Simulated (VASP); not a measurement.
Runs of VASP 6.6.1 on Mn. The structure is that of space group Fm-3m (No. 225), or close to it. The cells are those of the table. This isn't the form of Mn at room conditions, which is a 58-atom cubic cell.

```csv
cell,k mesh,gap on the mesh (eV),pressure (GPa)
"a = 2.510 Å, angles 60.0°, 1 atom",27 × 27 × 27,none,(a)
"a = 2.494 Å, angles 60.0°, 1 atom",27 × 27 × 27,none,-5.6
"a = 2.526 Å, angles 60.0°, 1 atom",27 × 27 × 27,none,-14.6
"a = 2.427 Å, angles 60.0°, 1 atom",53 × 53 × 53,none,19.5
```

Alike in all rows: task single point; level PBE; potentials or basis VASP PAW PBE potentials, release 64 (Mn_pv); no spin polarisation; cutoff (eV) 520; smearing fermi-dirac 0.0612256 eV.

Question: Estimate the missing entries.

Answer: (a) -10.3.

Caveats: the run has no spin polarisation, though such a crystal can be magnetic; the cell stands under tension (at least some runs); the cell stands under pressure (at least some runs).

A gap of «none» marks levels without a gap at the run's occupations.
